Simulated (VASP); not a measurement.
Runs of VASP 6.6.1 on Mg2Sn. The structure is that of space group Fm-3m (No. 225), or close to it. The cells are those of the table. 

```tsv
level	cell	cutoff (eV)	gap on the mesh (eV)	pressure (GPa)
r2SCAN	a = 4.827 Å, angles 60.0°, 3 atoms	660	0.12	(a)
r2SCAN	a = 4.732 Å, angles 60.0°, 3 atoms	660	0.23	(b)
PBE	a = 4.866 Å, angles 60.0°, 3 atoms	600	none	-1.3
PBE	a = 4.780 Å, angles 60.0°, 3 atoms	600	none	1.1
r2SCAN	a = 4.874 Å, angles 60.0°, 3 atoms	660	0.07	-2.6
r2SCAN	a = 4.780 Å, angles 60.0°, 3 atoms	660	0.17	(c)
r2SCAN	a = 4.682 Å, angles 60.0°, 3 atoms	660	0.28	3.0
PBE	a = 4.770 Å, angles 60.0°, 3 atoms	600	none	1.4
PBE	a = 4.913 Å, angles 60.0°, 3 atoms	600	none	-2.2
PBE	a = 4.819 Å, angles 60.0°, 3 atoms	600	none	0.0
PBE	a = 4.720 Å, angles 60.0°, 3 atoms	600	none	2.9
```

Alike in all rows: task single point; potentials or basis VASP PAW PBE potentials, release 64 (Sn_d, Mg); no spin polarisation; k mesh 6 × 6 × 6; smearing fermi-dirac 0.02 eV.

Task: Fill in the values left out.

Result: (a) -1.5; (b) 1.3; (c) -0.2.

Caveats: spin-orbit coupling is left out, which moves the levels of the heavy elements; the PAW data sets were made with another functional, which shifts forces and pressure a little (some runs).

A k mesh can miss the band edges, and the runs leave out spin-orbit coupling on Sn.

A gap of «none» marks levels without a gap at the run's occupations.
